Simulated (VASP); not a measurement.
A run of VASP 6.6.1:

The input INCAR:

```
PREC = Accurate
ENCUT = 700
EDIFF = 1E-6
ISMEAR = 0
SIGMA = 0.15
LREAL = F
LASPH = T
NELM = 120
ALGO = Normal
ISIF = 2
LWAVE = F
LCHARG = F
GGA = PE
NBANDS = 16
GGA_COMPAT = F
```

File KPOINTS:

```
regular mesh
0
Gamma
  20 20 20
```

POSCAR

```
TaN
1.0
    0.2727980694      2.3228837609      2.3228837609
    2.3228837609      0.2727980694      2.3228837609
    2.3228837609      2.3228837609      0.2727980694
Ta N
1 1
Direct
    0.5000000000      0.5000000000      0.5000000000
    0.0000000000      0.0000000000      0.0000000000
```

Potentials or basis: VASP PAW PBE potentials, release 64 (Ta_sv_GW, N).

The run is started by

```bash
$ cat potpaw_PBE.64/Ta_sv_GW/POTCAR potpaw_PBE.64/N/POTCAR > POTCAR
$ mpirun -np 1 vasp_std > vasp.out
```

Hardware: 1 thread of AMD EPYC 9R45 96-Core Processor (Zen 5), on a shared host.

Task: Estimate the wall time of this run.

Result: Wall time 3.3 min on 1 thread of AMD EPYC 9R45 96-Core Processor (Zen 5) (shared host), peak memory 0.51 GiB. Counts: scf iterations 13, k points 781.
